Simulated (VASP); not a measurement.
A run of VASP 6.6.1:

File POSCAR:

```
Be2Si
1.0
    0.0000000000      2.6400000000      2.6400000000
    2.6400000000      0.0000000000      2.6400000000
    2.6400000000      2.6400000000      0.0000000000
Si Be
1 2
Direct
    0.0000000000      0.0000000000      0.0000000000
    0.2500000000      0.2500000000      0.2500000000
    0.7500000000      0.7500000000      0.7500000000
```

Contents of INCAR.step1:

```
PREC = Accurate ; ENCUT = 520
EDIFF = 1E-5 ; ISMEAR = -1
SIGMA = 0.05 ; LREAL = F
LASPH = T ; NELM = 80
ALGO = Normal ; ISIF = 2
LWAVE = T ; NBANDS = 11
GGA = PE
```

The input INCAR.step2:

```
PREC = Accurate ; ENCUT = 520
EDIFF = 1E-6 ; ISMEAR = -1
SIGMA = 0.05 ; LREAL = F
LASPH = T ; NELM = 80
ALGO = Normal ; ISIF = 2
LWAVE = F ; LCHARG = T
GGA = PE ; LHFCALC = T
HFSCREEN = 0.2079 ; PRECFOCK = Normal
LELF = T ; LVHAR = T
NBANDS = 11 ; ISTART = 1
```

File KPOINTS:

```
regular mesh
0
Gamma
  5 5 5
```

Potentials or basis: VASP PAW PBE potentials, release 64 (Si, Be).

Run with:

```sh
$ cat potpaw_PBE.64/Si/POTCAR potpaw_PBE.64/Be/POTCAR > POTCAR
$ cp INCAR.step1 INCAR
$ mpirun -np 1 vasp_std > vasp.out
$ cp INCAR.step2 INCAR
$ mpirun -np 1 vasp_std > vasp.out
```

Hardware: 1 thread of AMD EPYC 7R43 64-Core Processor (Zen 3), with other jobs on the host.

Task: How long does it take, and how much memory?

Result: It took 11 min on 1 thread of AMD EPYC 7R43 64-Core Processor (Zen 3), with other jobs on the host, peak memory 0.21 GiB. Counts: k points 10.
